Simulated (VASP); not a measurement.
# SbTe2O3 (I4/mmm) in VASP: a series of runs

Runs on SbTe2O3. Level: PBE. Tasks: relaxation of cell and atoms, single point.

All numbers are computed with VASP 6.6.1; they aren't measurements. Logs are shortened: lines on timing, memory, paths and dates and some standing lists are left out, and cuts for length are marked.

**1. The cell of the first run**

The structure is tetragonal, space group I4/mmm (No. 139). Conventional cell: a = 4.790 Å, b = 4.790 Å, c = 9.091 Å, α = 90.00°, β = 90.00°, γ = 90.00°. Within 3.4 Å of Sb (site symmetry 4/mmm) lie 8 O at 2.40 to 3.39 Å and 8 Te at 3.30 Å. Within 3.0 Å of Te (site symmetry -4m2) lie 2 O at 2.27 Å. O (site symmetry mmm) has 2 Te at 2.27 Å and 2 Sb at 2.40 Å and 2 O at 2.40 Å within 3.0 Å. Within 3.4 Å of O (site symmetry 4/mmm) lie 4 O at 2.40 Å and 8 Te at 3.30 Å and 4 Sb at 3.39 Å.

The cell was generated, and may not be a known phase.

**2. Relaxation of cell and atoms, PBE**

Contents of INCAR:

```
ALGO = Normal
EDIFF = 1E-6
EDIFFG = -0.04
ENCUT = 600
GGA = PE
IBRION = 2
ISIF = 3
ISMEAR = 0
LASPH = T
LCHARG = F
LREAL = F
LWAVE = F
NELM = 80
NSW = 90
PREC = Accurate
SIGMA = 0.1
```

Contents of KPOINTS:

```
k-points
0
Gamma
  6 6 6
```

Contents of POSCAR:

```
SbTe2O3
1.0
   -2.3951336287      2.3951336287      4.5456253593
    2.3951336287     -2.3951336287      4.5456253593
    2.3951336287      2.3951336287     -4.5456253593
Sb Te O
1 2 3
Direct
    0.5000000000      0.5000000000      0.0000000000
    0.7500000000      0.2500000000      0.5000000000
    0.2500000000      0.7500000000      0.5000000000
    0.5000000000      0.0000000000      0.5000000000
    0.0000000000      0.5000000000      0.5000000000
    0.0000000000      0.0000000000      0.0000000000
```

Potentials or basis: VASP PAW PBE potentials, release 64 (Sb, Te, O).

Command:

```console
$ cat potpaw_PBE.64/Sb/POTCAR potpaw_PBE.64/Te/POTCAR potpaw_PBE.64/O/POTCAR > POTCAR
$ mpirun -np 1 vasp_std > vasp.out
```

OUTCAR:

```text
EDIFF = 1E-6
   EDIFFG = -0.04
   ENCUT = 600
   GGA = PE
   IBRION = 2
   ISIF = 3
   ISMEAR = 0
   LASPH = T
   LREAL = F
   NELM = 80
   NSW = 90
   PREC = Accurate

 ion  position               nearest neighbor table
   1  0.500  0.500  0.000-   4 2.40   5 2.40   4 2.40   5 2.40   3 3.30   2 3.30   2 3.30   3 3.30
                             3 3.30   2 3.30   2 3.30   3 3.30
   2  0.750  0.250  0.500-   4 2.27   5 2.27   1 3.30   1 3.30   1 3.30   1 3.30   3 3.39   3 3.39
                             3 3.39   3 3.39
   3  0.250  0.750  0.500-   4 2.27   5 2.27   1 3.30   1 3.30   1 3.30   1 3.30   2 3.39   2 3.39
                             2 3.39   2 3.39
   4  0.500  0.000  0.500-   2 2.27   3 2.27   1 2.40   1 2.40
   5  0.000  0.500  0.500-   2 2.27   3 2.27   1 2.40   1 2.40
   6  0.000  0.000  0.000-

  LATTYP: Found a body centered tetragonal cell.
 ALAT       =     4.7902672574
 C/A-ratio  =     1.8978587686

  Lattice vectors:

 A1 = (  -2.3951336287,   2.3951336287,   4.5456253593)
 A2 = (   2.3951336287,  -2.3951336287,   4.5456253593)
 A3 = (   2.3951336287,   2.3951336287,  -4.5456253593)

Analysis of symmetry for initial positions (statically):
=====================================================================
 Subroutine PRICEL returns:
 Original cell was already a primitive cell.

 Routine SETGRP: Setting up the symmetry group for a
 body centered tetragonal supercell.

 Subroutine GETGRP returns: Found 16 space group operations
 (whereof 16 operations were pure point group operations)
 out of a pool of 16 trial point group operations.

The static configuration has the point symmetry D_4h.

Analysis of symmetry for dynamics (positions and initial velocities):
=====================================================================
 Subroutine PRICEL returns:
 Original cell was already a primitive cell.

 Routine SETGRP: Setting up the symmetry group for a
 body centered tetragonal supercell.

 Subroutine GETGRP returns: Found 16 space group operations
 (whereof 16 operations were pure point group operations)
 out of a pool of 16 trial point group operations.

The dynamic configuration has the point symmetry D_4h.

 Subroutine INISYM returns: Found 16 space group operations
 (whereof 16 operations are pure point group operations),
 and found     1 'primitive' translations

----------------------------------------------------------------------------------------

                                     Primitive cell

  volume of cell :     104.3069

  direct lattice vectors                    reciprocal lattice vectors
    -2.395133629  2.395133629  4.545625359     0.000000000  0.208756620  0.109995866
     2.395133629 -2.395133629  4.545625359     0.208756620  0.000000000  0.109995866
     2.395133629  2.395133629 -4.545625359     0.208756620  0.208756620  0.000000000

  length of vectors
     5.668865857  5.668865857  5.668865857     0.235962745  0.235962745  0.295226443

  position of ions in fractional coordinates (direct lattice)
     0.500000000  0.500000000  0.000000000
     0.750000000  0.250000000  0.500000000
     0.250000000  0.750000000  0.500000000
     0.500000000  0.000000000  0.500000000
     0.000000000  0.500000000  0.500000000
     0.000000000  0.000000000  0.000000000

  ion indices of the primitive-cell ions
   primitive index   ion index
                 1           1
                 2           2
                 3           3
                 4           4
                 5           5
                 6           6

----------------------------------------------------------------------------------------

 KPOINTS: k-points

Automatic generation of k-mesh.
 Grid dimensions read from file:
 generate k-points for:    6    6    6

 Generating k-lattice:

  Cartesian coordinates                     Fractional coordinates (reciprocal lattice)
     0.000000000  0.034792770  0.018332644     0.166666667 -0.000000000  0.000000000
     0.034792770  0.000000000  0.018332644    -0.000000000  0.166666667  0.000000000
     0.034792770  0.034792770  0.000000000     0.000000000  0.000000000  0.166666667

  Length of vectors
     0.039327124  0.039327124  0.049204407

  Shift w.r.t. Gamma in fractional coordinates (k-lattice)
     0.000000000  0.000000000  0.000000000

 Subroutine IBZKPT returns following result:
 ===========================================

 Found     30 irreducible k-points:

 Following reciprocal coordinates:
            Coordinates               Weight
  0.000000  0.000000  0.000000      1.000000
  0.166667  0.000000 -0.000000      8.000000
  0.333333 -0.000000  0.000000      8.000000
  0.500000 -0.000000  0.000000      4.000000
  0.166667  0.166667  0.000000      8.000000
  0.333333  0.166667  0.000000     16.000000
[... 16 lines left out ...]
 -0.333333 -0.333333  0.166667      8.000000
 -0.166667 -0.333333  0.166667      8.000000
 [... further k-points ...]
   k-points           NKPTS =     30   k-points in BZ     NKDIM =     30   number of bands    NBANDS=     21
   number of dos      NEDOS =    301   number of ions     NIONS =      6
   total plane-waves  NPLWV = 110592
   dimension x,y,z NGX =    48 NGY =   48 NGZ =   48
   dimension x,y,z NGXF=    96 NGYF=   96 NGZF=   96
   ions per type =               1   2   3
   NGX,Y,Z   is equivalent  to a cutoff of  14.08, 14.08, 14.08 a.u.
   NGXF,Y,Z  is equivalent  to a cutoff of  28.15, 28.15, 28.15 a.u.
 SYSTEM =  unknown system
   PREC   = accura    normal or accurate (medium, high low for compatibility)
   ISTART =      0    job   : 0-new  1-cont  2-samecut
   ICHARG =      2    charge: 1-file 2-atom 10-const
   ISPIN  =      1    spin polarized calculation?
   LNONCOLLINEAR =      F non collinear calculations
   LSORBIT =      F    spin-orbit coupling
   LASPH  =      T    aspherical Exc in radial PAW
   ENCUT  =  600.0 eV  44.10 Ry    6.64 a.u.  11.32 11.32 11.32*2*pi/ulx,y,z
   NELM   =     80;   NELMIN=  2; NELMDL= -5     # of ELM steps
   EDIFF  = 0.1E-05   stopping-criterion for ELM
   LREAL  =      F    real-space projection
   EDIFFG = -.4E-01   stopping-criterion for IOM
   NSW    =     90    number of steps for IOM
   IBRION =      2    ionic relax: 0-MD 1-quasi-New 2-CG
   NFREE  =      1    steps in history (QN), initial steepest desc. (CG)
   ISIF   =      3    stress and relaxation
   ISYM   =      2    0-nonsym 1-usesym 2-fastsym
   POTIM  = 0.5000    time-step for ionic-motion
   TEBEG  =    0.0;   TEEND  =   0.0 temperature during run
   PSTRESS=    0.0 pullay stress
   NELECT =      35.0000    total number of electrons
   NUPDOWN=      -1.0000    fix difference up-down
   EMIN   =  10.00;   EMAX   =-10.00  energy-range for DOS
   EFERMI =   0.00;   METHOD = LEGACY
   ISMEAR =     0;   SIGMA  =   0.10  broadening in eV -4-tet -1-fermi 0-gaus
   EFERMI_NEDOS =   21; number of points for ismear=-14 and -15
   IALGO  =     38    algorithm
   IMIX   =      4    mixing-type and parameters
     AMIX     =   0.40;   BMIX     =  1.00
     AMIX_MAG =   1.60;   BMIX_MAG =  1.00
  volume/ion in A,a.u.               =      17.38       117.32
  Fermi-wavevector in a.u.,A,eV,Ry     =   1.137609  2.149770 17.608047  1.294155
  Thomas-Fermi vector in A             =   2.274314
   LORBIT       =      0    0 simple, 1 ext, 2 COOP (PROOUT), +10 PAW based schemes
   GGA     = PE    functional components
   LHFCALC =     F    Hartree Fock is set to
   AEXX    =    0.0000 exact exchange contribution
   IVDW    =     0    specifies the selected vdW correction
   LEPSILON=     F    determine dielectric tensor
   LRPA    =     F    only Hartree local field effects (RPA)
 conjugate gradient relaxation of ions
 non-spin polarized calculation
 Gauss-broadening in eV      SIGMA  =   0.10
  energy-cutoff  :      600.00
  volume of cell :      104.31
 maximum number of plane-waves:      3518
 NGX is ok and might be reduce to    48
   NGX = 23   NGY = 23   NGZ = 23

--------------------------------------- Ionic step        1  -------------------------------------------

 number of electron      35.0000006 magnetization

 Free energy of the ion-electron system (eV)
  ---------------------------------------------------
  ext. energy  EPLUGINS =         0.00000000
  ---------------------------------------------------
  free energy    TOTEN  =       -23.73849430 eV

  energy without entropy =      -23.70442525  energy(sigma->0) =      -23.72145978

------------------------ aborting loop because EDIFF is reached ----------------------------------------

  FORCE on cell =-STRESS in cart. coord.  units (eV):
  Direction    XX          YY          ZZ          XY          YZ          ZX
  --------------------------------------------------------------------------------------
  -------------------------------------------------------------------------------------
  Total       -0.3369367     -0.3369367     -0.3830146      0.0000000     -0.0000000      0.0000000
  in kB       -5.1754220     -5.1754220     -5.8831887      0.0000000     -0.0000000      0.0000000
  external PRESSURE =      -5.4113442 kB  Pullay stress =       0.0000000 kB

 VOLUME and BASIS-vectors are now :
 -----------------------------------------------------------------------------
  energy-cutoff  :      600.00
  volume of cell :      104.31
      direct lattice vectors                 reciprocal lattice vectors
    -2.395133629  2.395133629  4.545625359     0.000000000  0.208756620  0.109995866
     2.395133629 -2.395133629  4.545625359     0.208756620  0.000000000  0.109995866
     2.395133629  2.395133629 -4.545625359     0.208756620  0.208756620  0.000000000

 POSITION                                       TOTAL-FORCE (eV/Angst)
 -----------------------------------------------------------------------------------
      0.00000      0.00000      4.54563        -0.000000     -0.000000      0.000000
      0.00000      2.39513      2.27281         0.000000     -0.000000     -0.000000
      2.39513      0.00000      2.27281        -0.000000      0.000000      0.000000
      0.00000      2.39513      0.00000        -0.000000     -0.000000      0.000000
      2.39513      0.00000      0.00000        -0.000000     -0.000000      0.000000
      0.00000      0.00000      0.00000        -0.000000     -0.000000      0.000000
 -----------------------------------------------------------------------------------
    total drift:                               -0.000000     -0.000000      0.000000

  FREE ENERGIE OF THE ION-ELECTRON SYSTEM (eV)
  ---------------------------------------------------
  free  energy   TOTEN  =       -23.7384943024 eV

  energy  without entropy=      -23.7044252520  energy(sigma->0) =      -23.72145978

--------------------------------------- Ionic step        2  -------------------------------------------

 number of electron      35.0000004 magnetization

 Free energy of the ion-electron system (eV)
  ---------------------------------------------------
  ext. energy  EPLUGINS =         0.00000000
  ---------------------------------------------------
  free energy    TOTEN  =       -23.73924019 eV

  energy without entropy =      -23.70557555  energy(sigma->0) =      -23.72240787

 E-fermi :   7.4845     XC(G=0): -10.5603

 val. band max:        7.4832799668   @ k =  -0.1667   0.1667   0.0000
 cond. band min:       7.4977540058   @ k =  -0.1667   0.1667   0.0000
 fundamental gap:      0.0144740390
 Fermi energy:         7.4844840713

 k-point     1 :       0.0000    0.0000    0.0000
  band No.  band energies     occupation
      1     -12.2207      2.00000
      2     -11.3052      2.00000
      3      -8.2455      2.00000
      4      -4.5290      2.00000
      5      -3.7329      2.00000
      6      -0.4814      2.00000
[... 550 lines left out ...]
      5      -3.2615      2.00000
      6      -1.5250      2.00000
[... 13 lines left out ...]
     20       8.4130      0.00000
     21      10.2155      0.00000

 [... further k-points ...]

------------------------ aborting loop because EDIFF is reached ----------------------------------------

  FORCE on cell =-STRESS in cart. coord.  units (eV):
  Direction    XX          YY          ZZ          XY          YZ          ZX
  --------------------------------------------------------------------------------------
  -------------------------------------------------------------------------------------
  Total        0.1149720      0.1149720      0.2042498      0.0000000      0.0000000      0.0000000
  in kB        1.7810884      1.7810884      3.1641349      0.0000000      0.0000000      0.0000000
  external PRESSURE =       2.2421039 kB  Pullay stress =       0.0000000 kB

 VOLUME and BASIS-vectors are now :
 -----------------------------------------------------------------------------
  energy-cutoff  :      600.00
  volume of cell :      103.42
      direct lattice vectors                 reciprocal lattice vectors
    -2.388644924  2.388644924  4.531626621     0.000000000  0.209323703  0.110335657
     2.388644924 -2.388644924  4.531626621     0.209323703  0.000000000  0.110335657
     2.388644924  2.388644924 -4.531626621     0.209323703  0.209323703  0.000000000

 POSITION                                       TOTAL-FORCE (eV/Angst)
 -----------------------------------------------------------------------------------
      2.38864      2.38864      0.00000         0.000000      0.000000      0.000000
      0.00000      2.38864      2.26581        -0.000000     -0.000000      0.000000
      2.38864      0.00000      2.26581        -0.000000      0.000000     -0.000000
      2.38864      0.00000      4.53163         0.000000      0.000000      0.000000
      0.00000      2.38864      4.53163         0.000000      0.000000      0.000000
      2.38864      2.38864      4.53163         0.000000      0.000000      0.000000
 -----------------------------------------------------------------------------------
    total drift:                               -0.000000      0.000000     -0.000000

  FREE ENERGIE OF THE ION-ELECTRON SYSTEM (eV)
  ---------------------------------------------------
  free  energy   TOTEN  =       -23.7392401937 eV

  energy  without entropy=      -23.7055755461  energy(sigma->0) =      -23.72240787

 reached required accuracy - stopping structural energy minimisation
```

Run time: 3.3 min. Hardware: 1 thread of Intel Xeon Platinum 8259CL at 2.50GHz (Skylake/Cascade Lake), shared host; peak memory 0.38 GiB.

What came out:

| Quantity | Value |
| --- | --- |
| Free energy | -23.7392 eV |
| Relaxed volume | 17.24 Å³/atom |
| Relaxed cell | a = 5.652 Å, b = 5.652 Å, c = 5.652 Å, α = 130.00°, β = 130.00°, γ = 73.40° |
| Space group after relaxing (to 0.1 Å) | I4/mmm (No. 139) |
| Energy gained by relaxing | 0.1 meV/atom |
| Ionic steps | 2 |
| Pressure after relaxing | 0.2 GPa |
| Band gap on the k mesh | zero (an odd number of electrons rules out a gap without spin polarisation) |

Step by step:
```csv
step,energy change (eV),largest force (eV/Å),pressure (GPa),volume (Å³)
1,0.0000,0.0000,-0.54,104.31
2,-0.0007,0.0000,0.22,103.42
```

Final structure:
```yaml
crystal:
  lattice:
    - [-2.38864, 2.38864, 4.53163]
    - [2.38864, -2.38864, 4.53163]
    - [2.38864, 2.38864, -4.53163]
  atoms:
    - { symbol: Sb, position: [0.50000, 0.50000, 0.00000] }
    - { symbol: Te, position: [0.75000, 0.25000, 0.50000] }
    - { symbol: Te, position: [0.25000, 0.75000, 0.50000] }
    - { symbol: O, position: [0.50000, 0.00000, 0.50000] }
    - { symbol: O, position: [0.00000, 0.50000, 0.50000] }
    - { symbol: O, position: [0.00000, 0.00000, 0.00000] }
```

Levels at points of the mesh, in eV from the Fermi level:
| k point | band 16 | band 17 | band 18 | band 19 | band 20 | band 21 |
| --- | --- | --- | --- | --- | --- | --- |
| (0.00, 0.00, 0.00) | -0.87 | 0.37 | 0.37 | 1.06 | 1.08 | 1.08 |
| (0.50, 0.00, 0.00) | -1.84 | -1.18 | -0.21 | 0.36 | 0.79 | 1.94 |
| (0.50, 0.50, 0.00) | -1.42 | -1.12 | -0.40 | 1.19 | 1.27 | 1.40 |
| (0.50, 0.50, 0.50) | -0.23 | 0.05 | 0.35 | 0.35 | 0.37 | 0.37 |

Caveat: spin-orbit coupling is left out, which moves the levels of the heavy elements; an odd number of electrons without spin polarisation forces a metal; a magnetic or distorted state may lie lower.

**3. Single point, PBE**

Contents of INCAR:

```
  PREC = Accurate
  ENCUT = 520
  EDIFF = 1E-7
  ISMEAR = 0
  SIGMA = 0.1
  LREAL = F
  LASPH = T
  NELM = 60
  ALGO = Normal
  ISIF = 2
  LWAVE = F
  LCHARG = F
  GGA = PE
  NBANDS = 26
```

Contents of KPOINTS:

```
Automatic mesh
0
Gamma
  12 12 12
```

POSCAR, as its differences from that of step 2:

```diff
@@ -2,5 +2,5 @@
 1.0
-   -2.3951336287      2.3951336287      4.5456253593
-    2.3951336287     -2.3951336287      4.5456253593
-    2.3951336287      2.3951336287     -4.5456253593
+   -2.3849254901      2.3849254901      4.5803042040
+    2.3849254901     -2.3849254901      4.5803042040
+    2.3849254901      2.3849254901     -4.5803042040
 Sb Te O
```

Potentials or basis: VASP PAW PBE potentials, release 64 (Sb, Te, O).

Command:

```console
$ cat potpaw_PBE.64/Sb/POTCAR potpaw_PBE.64/Te/POTCAR potpaw_PBE.64/O/POTCAR > POTCAR
$ mpirun -np 1 vasp_std > vasp.out
```

Run time: 12 min. Hardware: 1 thread of Intel Xeon Platinum 8259CL at 2.50GHz (Skylake/Cascade Lake), shared host; peak memory 0.55 GiB.

Results (log left out):

```
Free energy            : -23.7660 eV
Pressure               : -0.5 GPa
Band gap on the k mesh : zero (an odd number of electrons rules out a gap without spin polarisation)
```

Stress tensor (GPa, compression positive):
```
-0.47  0.00  0.00
 0.00 -0.47  0.00
 0.00  0.00 -0.55
```

Levels at points of the mesh, in eV from the Fermi level:
```csv
k point,band 15,band 16,band 17,band 18,band 19,band 20,band 21,band 22
"(0.00, 0.00, 0.00)",-1.66,-0.79,0.40,0.40,0.99,1.14,1.14,4.08
"(0.50, 0.00, 0.00)",-1.87,-1.79,-1.18,-0.21,0.39,0.83,1.97,2.52
"(0.50, 0.50, 0.00)",-1.54,-1.41,-1.01,-0.40,1.25,1.30,1.52,2.19
"(0.50, 0.50, 0.50)",-1.11,-0.33,0.12,0.40,0.40,0.46,0.46,3.98
```

Caveat: spin-orbit coupling is left out, which moves the levels of the heavy elements; an odd number of electrons without spin polarisation forces a metal; a magnetic or distorted state may lie lower.
